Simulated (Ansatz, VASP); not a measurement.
**Two plane-wave programs on Ni3Cl**

INCAR

```
ALGO = Normal ; EDIFF = 1E-7
EDIFFG = -0.04 ; ENCUT = 600
GGA = PE ; IBRION = 2
ISIF = 3 ; ISMEAR = 0
ISPIN = 2 ; LASPH = T
LCHARG = F ; LMAXMIX = 4
LORBIT = 11 ; LREAL = F
LWAVE = F ; MAGMOM = 0.74 0.74 0.74 0
NELM = 150 ; NSW = 90
PREC = Accurate ; SIGMA = 0.1
```

The input KPOINTS:

```
k-points
0
Gamma
  6 6 6
```

Contents of POSCAR:

```
Ni3Cl
1.0
    3.6767551065      0.0000000000      0.0000000000
    0.0000000000      3.6767551065      0.0000000000
    0.0000000000      0.0000000000      3.6767551065
Ni Cl
3 1
Direct
    0.0000000000      0.5000000000      0.5000000000
    0.5000000000      0.0000000000      0.5000000000
    0.5000000000      0.5000000000      0.0000000000
    0.0000000000      0.0000000000      0.0000000000
```

Input for Ansatz:

```yaml
crystal:
  lattice:
    - [3.6767551065, 0.0, 0.0]
    - [0.0, 3.6767551065, 0.0]
    - [0.0, 0.0, 3.6767551065]
  atoms:
    - { symbol: Ni, position: [0.0, 0.5, 0.5], spin: 0.74 }
    - { symbol: Ni, position: [0.5, 0.0, 0.5], spin: 0.74 }
    - { symbol: Ni, position: [0.5, 0.5, 0.0], spin: 0.74 }
    - { symbol: Cl, position: [0.0, 0.0, 0.0] }
basis:
  ecutwfc: 420
kpoints:
  mp_grid: { grid: [6, 6, 6] }
hamiltonian:
  xc: pbe
scf:
  occupations: { method: gaussian, width: 0.1 }
  lower_state_search: "off"
output:
  forces: true
  stress: true
  eigenvalues: true
  populations: true
magnetization:
  spin_polarized: true
relax:
  adjacent_minimum: "off"
  f_tol: 0.04
  max_steps: 70
  cell: { stress_tol: 0.4 }
```

Alike in both runs: task relaxation of cell and atoms; functional PBE; k mesh 6 × 6 × 6; occupations gaussian, width 0.1 eV; collinear spin.

|  | VASP | Ansatz |
| --- | --- | --- |
| version | VASP 6.6.1 | Ansatz 0.2.0 |
| potentials or method | VASP PAW PBE potentials, release 64 (Ni, Cl), cutoff 600 eV | scalar-relativistic, plane waves, PAW |
| valence electrons in the cell | 37 | 61 |

Ansatz gave:

| Item | Value |
| --- | --- |
| gap on the k mesh at the Fermi level, each at its own relaxed structure (eV) | none |
| net moment per atom (μB) | 0.50 |
| size of the moment on the site where the two differ most (μB) | 0.68 |
| relaxed volume (Å³/atom) | 12.43 |
| relaxed length of the cell vector where the two differ most in proportion (Å) | 3.677 |

**Question.** Estimate VASP's values.

**Answer.** gap on the k mesh at the Fermi level, each at its own relaxed structure (eV): none; net moment per atom (μB): 0.50; size of the moment on the site where the two differ most (μB): 0.66; relaxed volume (Å³/atom): 12.43; relaxed length of the cell vector where the two differ most in proportion (Å): 3.677.

Site moments also hang on the region over which each program counts them. A gap of «none» marks a metal or a gap that the smearing closes. VASP's potentials hold 37 valence electrons a cell and Ansatz's 61, so a difference there can come from the potentials and not from the codes.

Noted on VASP's run: the relaxation stopped at its first step, so nothing moved.
